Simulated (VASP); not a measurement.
Here is a VASP 6.6.1 calculation.

The input INCAR:

```
SYSTEM = Ge
PREC = Accurate
ENCUT = 520
EDIFF = 1E-6
ISMEAR = -1
SIGMA = 0.05
LREAL = .False.
LASPH = .True.
NELM = 100
ALGO = Normal
ISIF = 2
LWAVE = .False.
LCHARG = .True.
GGA = PS
LELF = .True.
LVHAR = .True.
NBANDS = 21
```

Contents of KPOINTS:

```
regular mesh
0
Gamma
  8 8 8
  0 0 0
```

File POSCAR:

```
Ge
1.0
    0.0000000000      2.7906767997      2.7906767997
    2.7906767997      0.0000000000      2.7906767997
    2.7906767997      2.7906767997      0.0000000000
Ge
2
Direct
    0.7500000000      0.7500000000      0.7500000000
    0.5000000000      0.5000000000      0.5000000000
```

Potentials or basis: VASP PAW PBE potentials, release 64 (Ge_d).

Command:

```console
$ cat potpaw_PBE.64/Ge_d/POTCAR > POTCAR
$ mpirun -np 1 vasp_std > vasp.out
```

Question: Predict the pressure.

Answer: 3.7 GPa.

Question: Predict the band gap on the k mesh.

Answer: 0.25 eV, indirect (least direct gap 0.37 eV).

Caveat: the PAW data sets were made with another functional, which shifts forces and pressure a little. A k mesh can miss the band edges.
